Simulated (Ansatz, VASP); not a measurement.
## One calculation of Rh, two programs

Contents of INCAR:

```
PREC = Accurate
ENCUT = 520
EDIFF = 1E-6
ISMEAR = -1
SIGMA = 0.05
LREAL = F
LASPH = T
NELM = 100
ALGO = Normal
ISIF = 2
LWAVE = F
LCHARG = F
NBANDS = 38
```

File KPOINTS:

```
regular mesh
0
Gamma
  10 10 3
```

File POSCAR:

```
Rh
1.0
    2.7445373292      0.0000000000      0.0000000000
   -1.3722686646      2.3768390473      0.0000000000
    0.0000000000      0.0000000000      8.9706251171
Rh
4
Direct
    0.0000000000      0.0000000000      0.0000000000
    0.3333333333      0.6666666667      0.2500000000
    0.0000000000      0.0000000000      0.5000000000
    0.6666666667      0.3333333333      0.7500000000
```

Input for Ansatz:

```yaml
crystal:
  lattice:
    - [2.744537329238016, 0.0, 0.0]
    - [-1.372268664619008, 2.3768390473068757, 0.0]
    - [0.0, 0.0, 8.970625117117894]
  atoms:
    - { symbol: Rh, position: [0.0, 0.0, 0.0] }
    - { symbol: Rh, position: [0.3333333333333333, 0.6666666666666666, 0.25] }
    - { symbol: Rh, position: [0.0, 0.0, 0.5] }
    - { symbol: Rh, position: [0.6666666666666666, 0.3333333333333333, 0.75] }
basis:
  ecutwfc: 500.0
kpoints:
  mp_grid:
    grid: [10, 10, 3]
hamiltonian:
  xc: lda
scf:
  mixing:
    algorithm: anderson
    beta: 0.6
    ndim: 8
  occupations:
    method: fermi_dirac
    width: 0.05
output:
  stress: true
```

Alike in both runs: task single point; functional LDA; k mesh 10 × 10 × 3; occupations fermi-dirac, width 0.05 eV; no spin polarisation.

|  | VASP | Ansatz |
| --- | --- | --- |
| version | VASP 6.6.1 | Ansatz 0.2.0 |
| potentials or method | VASP PAW LDA potentials, release 64 (Rh_pv), cutoff 520 eV | plane waves, PAW |
| valence electrons in the cell | 60 | 68 |

```csv
,VASP,Ansatz,Ansatz less VASP
pressure (GPa),-23.8,-24.5,-0.68
"traceless stress, the component that is largest in VASP (GPa)",0.30,0.30,+0.008
```

LDA's correlation is that of Perdew and Zunger in VASP and of Perdew and Wang (1992) in Ansatz. VASP's potentials hold 60 valence electrons a cell and Ansatz's 68, so a difference there can come from the potentials and not from the codes.
